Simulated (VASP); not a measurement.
Runs of VASP 6.6.1 on Ge. The structure is that of space group Im-3m (No. 229), or close to it. The cells are those of the table. 

| task | cell | cutoff (eV) | gap on the mesh (eV) | pressure (GPa) |
| --- | --- | --- | --- | --- |
| relaxation of cell and atoms | relaxed to 220 GPa from a = 2.318 Å, angles 109.5°, 1 atom | 600 | none | 220.0 |
| relaxation of cell and atoms | relaxed to 220 GPa from a = 2.321 Å, angles 109.5°, 1 atom | 600 | none | 220.0 |
| single point | a = 2.318 Å, angles 109.5°, 1 atom | 520 | none | 221.1 |
| single point | a = 2.920 Å, angles 109.5°, 1 atom | 520 | none | (a) |

Alike in all rows: level PBE; potentials or basis VASP PAW PBE potentials, release 64 (Ge_d); no spin polarisation; k mesh 20 × 20 × 20; smearing fermi-dirac 0.05 eV.

Fill in the values left out.

(a) 0.0.

Caveats: the cell is relaxed towards a set pressure, so the enthalpy falls and the energy may rise (some runs).

A k mesh can miss the band edges, and the runs leave out spin-orbit coupling on Ge.

A gap of «none» marks levels without a gap at the run's occupations.
